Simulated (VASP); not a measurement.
# PbI2 in VASP: single point with LDA

Aim: the single point of PbI2 with LDA.

All numbers are computed with VASP 6.6.1; they aren't measurements. Logs are shortened: lines on timing, memory, paths and dates and some standing lists are left out, and cuts for length are marked.

## (1) The cell of the first run

The cell holds a sheet with vacuum, 3 atoms: a = 4.455 Å, b = 4.455 Å, c = 31.280 Å, α = 90.00°, β = 90.00°, γ = 120.00°.

## (2) Single point, LDA

The input, INCAR:

```
ALGO = Normal ; DIPOL = 0.5 0.5 0.284
EDIFF = 1E-6 ; ENCUT = 400
GGA_COMPAT = F ; IDIPOL = 3
ISIF = 2 ; ISMEAR = 0
LASPH = T ; LCHARG = F
LDIPOL = T ; LREAL = F
LWAVE = F ; NBANDS = 21
NELM = 120 ; NELMDL = -8
PREC = Accurate ; SIGMA = 0.03
```

The input, KPOINTS:

```
k-points
0
Gamma
  12 12 1
```

The input, POSCAR:

```
PbI2
1.0
    4.4545768453      0.0000000000      0.0000000000
   -2.2272884227      3.8577767112      0.0000000000
    0.0000000000      0.0000000000     31.2799999974
I Pb
2 1
Direct
    0.3333333333      0.6666666667      0.2239378940
    0.6666666667      0.3333333333      0.3431976559
    0.0000000000      0.0000000000      0.2835677750
```

Potentials or basis: VASP PAW LDA potentials, release 64 (I, Pb_d).

Launch:

```
cat potpaw_LDA.64/I/POTCAR potpaw_LDA.64/Pb_d/POTCAR > POTCAR
mpirun -np 1 vasp_std > vasp.out
```

OUTCAR:

```text
EDIFF = 1E-6
   ENCUT = 400
   ISIF = 2
   ISMEAR = 0
   LASPH = T
   LREAL = F
   NELM = 120
   NELMDL = -8
   PREC = Accurate

 ion  position               nearest neighbor table
   1  0.333  0.667  0.224-   3 3.18   3 3.18   3 3.18
   2  0.667  0.333  0.343-   3 3.18   3 3.18   3 3.18
   3  0.000  0.000  0.284-   2 3.18   2 3.18   2 3.18   1 3.18   1 3.18   1 3.18

  LATTYP: Found a hexagonal cell.
 ALAT       =     4.4545768453
 C/A-ratio  =     7.0219913324

  Lattice vectors:

 A1 = (   4.4545768453,   0.0000000000,   0.0000000000)
 A2 = (  -2.2272884227,   3.8577767112,   0.0000000000)
 A3 = (   0.0000000000,   0.0000000000,  31.2799999974)

Analysis of symmetry for initial positions (statically):
=====================================================================
 Subroutine PRICEL returns:
 Original cell was already a primitive cell.

 Routine SETGRP: Setting up the symmetry group for a
 hexagonal supercell.

 Subroutine GETGRP returns: Found 12 space group operations
 (whereof  6 operations were pure point group operations)
 out of a pool of 24 trial point group operations.

The static configuration has the point symmetry C_3v.
 The point group associated with its full space group is D_3d.

Analysis of symmetry for dynamics (positions and initial velocities):
=====================================================================
 Subroutine PRICEL returns:
 Original cell was already a primitive cell.

 Routine SETGRP: Setting up the symmetry group for a
 hexagonal supercell.

 Subroutine GETGRP returns: Found 12 space group operations
 (whereof  6 operations were pure point group operations)
 out of a pool of 24 trial point group operations.

The dynamic configuration has the point symmetry C_3v.
 The point group associated with its full space group is D_3d.

 Subroutine INISYM returns: Found 12 space group operations
 (whereof  6 operations are pure point group operations),
 and found     1 'primitive' translations

----------------------------------------------------------------------------------------

                                     Primitive cell

  volume of cell :     537.5394

  direct lattice vectors                    reciprocal lattice vectors
     4.454576845  0.000000000  0.000000000     0.224488214  0.129608331  0.000000000
    -2.227288423  3.857776711  0.000000000     0.000000000  0.259216662  0.000000000
     0.000000000  0.000000000 31.279999997     0.000000000  0.000000000  0.031969309

  length of vectors
     4.454576845  4.454576845 31.279999997     0.259216662  0.259216662  0.031969309

  position of ions in fractional coordinates (direct lattice)
     0.333333333  0.666666667  0.223937894
     0.666666667  0.333333333  0.343197656
     0.000000000  0.000000000  0.283567775

  ion indices of the primitive-cell ions
   primitive index   ion index
                 1           1
                 2           2
                 3           3

----------------------------------------------------------------------------------------

 KPOINTS: k-points

Automatic generation of k-mesh.
 Grid dimensions read from file:
 generate k-points for:   12   12    1

 Generating k-lattice:

  Cartesian coordinates                     Fractional coordinates (reciprocal lattice)
     0.018707351  0.010800694  0.000000000     0.083333333  0.000000000  0.000000000
     0.000000000  0.021601388  0.000000000     0.000000000  0.083333333  0.000000000
     0.000000000  0.000000000  0.031969309     0.000000000  0.000000000  1.000000000

  Length of vectors
     0.021601388  0.021601388  0.031969309

  Shift w.r.t. Gamma in fractional coordinates (k-lattice)
     0.000000000  0.000000000  0.000000000

 Subroutine IBZKPT returns following result:
 ===========================================

 Found     19 irreducible k-points:

 Following reciprocal coordinates:
            Coordinates               Weight
  0.000000  0.000000  0.000000      1.000000
  0.083333  0.000000  0.000000      6.000000
  0.166667  0.000000  0.000000      6.000000
  0.250000  0.000000  0.000000      6.000000
  0.333333  0.000000  0.000000      6.000000
  0.416667  0.000000  0.000000      6.000000
[... 11 lines left out ...]
  0.333333  0.250000  0.000000     12.000000
  0.333333  0.333333  0.000000      2.000000
   k-points           NKPTS =     19   k-points in BZ     NKDIM =     19   number of bands    NBANDS=     21
   number of dos      NEDOS =    301   number of ions     NIONS =      3
   total plane-waves  NPLWV = 189000
   dimension x,y,z NGX =    30 NGY =   30 NGZ =  210
   dimension x,y,z NGXF=    60 NGYF=   60 NGZF=  420
   ions per type =               2   1
   NGX,Y,Z   is equivalent  to a cutoff of  11.20, 11.20, 11.16 a.u.
   NGXF,Y,Z  is equivalent  to a cutoff of  22.39, 22.39, 22.32 a.u.
 SYSTEM =  unknown system
   PREC   = accura    normal or accurate (medium, high low for compatibility)
   ISTART =      0    job   : 0-new  1-cont  2-samecut
   ICHARG =      2    charge: 1-file 2-atom 10-const
   ISPIN  =      1    spin polarized calculation?
   LNONCOLLINEAR =      F non collinear calculations
   LSORBIT =      F    spin-orbit coupling
   LASPH  =      T    aspherical Exc in radial PAW
   ENCUT  =  400.0 eV  29.40 Ry    5.42 a.u.   7.26  7.26 51.01*2*pi/ulx,y,z
   NELM   =    120;   NELMIN=  2; NELMDL= -8     # of ELM steps
   EDIFF  = 0.1E-05   stopping-criterion for ELM
   LREAL  =      F    real-space projection
   EDIFFG = 0.1E-04   stopping-criterion for IOM
   NSW    =      0    number of steps for IOM
   IBRION =     -1    ionic relax: 0-MD 1-quasi-New 2-CG
   NFREE  =      0    steps in history (QN), initial steepest desc. (CG)
   ISIF   =      2    stress and relaxation
   ISYM   =      2    0-nonsym 1-usesym 2-fastsym
   POTIM  = 0.5000    time-step for ionic-motion
   TEBEG  =    0.0;   TEEND  =   0.0 temperature during run
   PSTRESS=    0.0 pullay stress
   NELECT =      28.0000    total number of electrons
   NUPDOWN=      -1.0000    fix difference up-down
   EMIN   =  10.00;   EMAX   =-10.00  energy-range for DOS
   EFERMI =   0.00;   METHOD = LEGACY
   ISMEAR =     0;   SIGMA  =   0.03  broadening in eV -4-tet -1-fermi 0-gaus
   EFERMI_NEDOS =   21; number of points for ismear=-14 and -15
   IALGO  =     38    algorithm
   IMIX   =      4    mixing-type and parameters
     AMIX     =   0.40;   BMIX     =  1.00
     AMIX_MAG =   1.60;   BMIX_MAG =  1.00
  volume/ion in A,a.u.               =     179.18      1209.16
  Fermi-wavevector in a.u.,A,eV,Ry     =   0.611398  1.155375  5.085962  0.373808
  Thomas-Fermi vector in A             =   1.667308
   LORBIT       =      0    0 simple, 1 ext, 2 COOP (PROOUT), +10 PAW based schemes
   GGA     = CA    functional components
   LHFCALC =     F    Hartree Fock is set to
   AEXX    =    0.0000 exact exchange contribution
   IVDW    =     0    specifies the selected vdW correction
   LEPSILON=     F    determine dielectric tensor
   LRPA    =     F    only Hartree local field effects (RPA)
 non-spin polarized calculation
 Gauss-broadening in eV      SIGMA  =   0.03
  energy-cutoff  :      400.00
  volume of cell :      537.54
 maximum number of plane-waves:      9817
 NGX is ok and might be reduce to    30
   NGX = 15   NGY = 15   NGZ =103

 dipolmoment           0.000000      0.000000     -0.000000 electrons x Angstroem

 number of electron      27.9999994 magnetization

 dipolmoment           0.000000      0.000000      0.000000 electrons x Angstroem

 Free energy of the ion-electron system (eV)
  ---------------------------------------------------
  ext. energy  EPLUGINS =         0.00000000
  ---------------------------------------------------
  free energy    TOTEN  =        -9.90868597 eV

  energy without entropy =       -9.90868597  energy(sigma->0) =       -9.90868597

 E-fermi :  -4.1802     XC(G=0):  -2.2487

 val. band max:       -4.3574652473   @ k =   0.1667   0.0000   0.0000
 cond. band min:      -1.9628937314   @ k =   0.0000   0.0000   0.0000
 fundamental gap:      2.3945715159
 Fermi energy:        -4.1802354861

 k-point     1 :       0.0000    0.0000    0.0000
  band No.  band energies     occupation
      1     -20.2507      2.00000
      2     -20.2507      2.00000
      3     -20.2220      2.00000
      4     -20.2158      2.00000
      5     -20.2158      2.00000
      6     -16.5414      2.00000
[... 13 lines left out ...]
     20       2.0648      0.00000
     21       2.3580      0.00000

 k-point     2 :       0.0833    0.0000    0.0000
  band No.  band energies     occupation
      1     -20.2540      2.00000
      2     -20.2494      2.00000
      3     -20.2209      2.00000
      4     -20.2168      2.00000
      5     -20.2155      2.00000
      6     -16.5064      2.00000
[... 13 lines left out ...]
     20       2.1455      0.00000
     21       2.4102      0.00000

 k-point     3 :       0.1667    0.0000    0.0000
  band No.  band energies     occupation
      1     -20.2635      2.00000
      2     -20.2463      2.00000
      3     -20.2203      2.00000
      4     -20.2165      2.00000
      5     -20.2141      2.00000
      6     -16.4056      2.00000
[... 13 lines left out ...]
     20       2.2459      0.00000
     21       2.3719      0.00000
[... 337 lines left out ...]
 k-point    18 :       0.3333    0.2500    0.0000
  band No.  band energies     occupation
      1     -20.2862      2.00000
      2     -20.2621      2.00000
      3     -20.2182      2.00000
      4     -20.2098      2.00000
      5     -20.2033      2.00000
      6     -15.7537      2.00000
[... 13 lines left out ...]
     20       3.2344      0.00000
     21       3.3495      0.00000

 k-point    19 :       0.3333    0.3333    0.0000
  band No.  band energies     occupation
      1     -20.2749      2.00000
      2     -20.2749      2.00000
      3     -20.2132      2.00000
      4     -20.2132      2.00000
      5     -20.2042      2.00000
      6     -15.6820      2.00000
[... 13 lines left out ...]
     20       3.1290      0.00000
     21       3.3048      0.00000

------------------------ aborting loop because EDIFF is reached ----------------------------------------

 vacuum level on the upper side and lower side of the slab       (xc-potential included)        -0.006        -0.006

  FORCE on cell =-STRESS in cart. coord.  units (eV):
  Direction    XX          YY          ZZ          XY          YZ          ZX
  --------------------------------------------------------------------------------------
  -------------------------------------------------------------------------------------
  Total        0.0230641      0.0230641      0.0309402     -0.0000000      0.0000000      0.0000000
  in kB        0.0687443      0.0687443      0.0922197     -0.0000000      0.0000000      0.0000000
  external PRESSURE =       0.0765695 kB  Pullay stress =       0.0000000 kB

 VOLUME and BASIS-vectors are now :
 -----------------------------------------------------------------------------
  energy-cutoff  :      400.00
  volume of cell :      537.54
      direct lattice vectors                 reciprocal lattice vectors
     4.454576845  0.000000000  0.000000000     0.224488214  0.129608331  0.000000000
    -2.227288423  3.857776711  0.000000000     0.000000000  0.259216662  0.000000000
     0.000000000  0.000000000 31.279999997     0.000000000  0.000000000  0.031969309

 POSITION                                       TOTAL-FORCE (eV/Angst)
 -----------------------------------------------------------------------------------
     -0.00000      2.57185      7.00478        -0.000000      0.000000     -0.014712
      2.22729      1.28593     10.73522         0.000000     -0.000000      0.014712
      0.00000      0.00000      8.87000        -0.000000      0.000000      0.000000
 -----------------------------------------------------------------------------------
    total drift:                                0.000000      0.000000     -0.000064

  FREE ENERGIE OF THE ION-ELECTRON SYSTEM (eV)
  ---------------------------------------------------
  free  energy   TOTEN  =        -9.9086859657 eV

  energy  without entropy=       -9.9086859657  energy(sigma->0) =       -9.90868597

 vacuum level on the upper side and lower side of the slab         2.036         2.036
```

Run time: 6.8 min. Hardware: 1 thread of Intel Xeon 8259CL, shared host; peak memory 0.42 GiB.

Results:

| Item | Value |
| --- | --- |
| Free energy | -9.9087 eV |
| Largest force | 0.015 eV/Å |
| Band gap on the k mesh | 2.39 eV (least direct gap 2.79 eV) |

Forces on the atoms (eV/Å):
```
I    0.000  0.000 -0.015
I    0.000  0.000  0.015
Pb   0.000  0.000  0.000
```

Caveat: spin-orbit coupling is left out, which moves the levels of the heavy elements.
